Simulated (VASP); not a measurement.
Crystal: Ir.

```
CELL_PARAMETERS angstrom
0.00000 1.92205 1.92205
1.92205 0.00000 1.92205
1.92205 1.92205 0.00000
ATOMIC_POSITIONS crystal
Ir 0.00000 0.00000 0.00000
```

Base run:

```yaml
Program: VASP 6.6.1
Functional: r2SCAN
Potentials_or_basis: VASP PAW PBE potentials, release 64 (Ir_sv_GW)
Cutoff: 550 eV
k_mesh: 20 × 20 × 20
Occupations: gaussian, width 0.05 eV
Spin: no spin polarisation
```

Its results: pressure -2.2 GPa.

Question: The run is repeated on the same cell with these changes: potentials or basis from VASP PAW PBE potentials, release 64 (Ir_sv_GW) to VASP PAW PBE potentials, release 64 (Ir); cutoff from 550 eV to 520 eV; further incar settings from ALGO = Normal; EDIFF = 1e-06; NBANDS = 14 to ALGO = Normal; EDIFF = 1e-06; NBANDS = 10; valence electrons from 17 to 9. What comes out?

Answer: Pressure 2.4 GPa.

Caveats: the PAW data sets were made with another functional, which shifts forces and pressure a little.
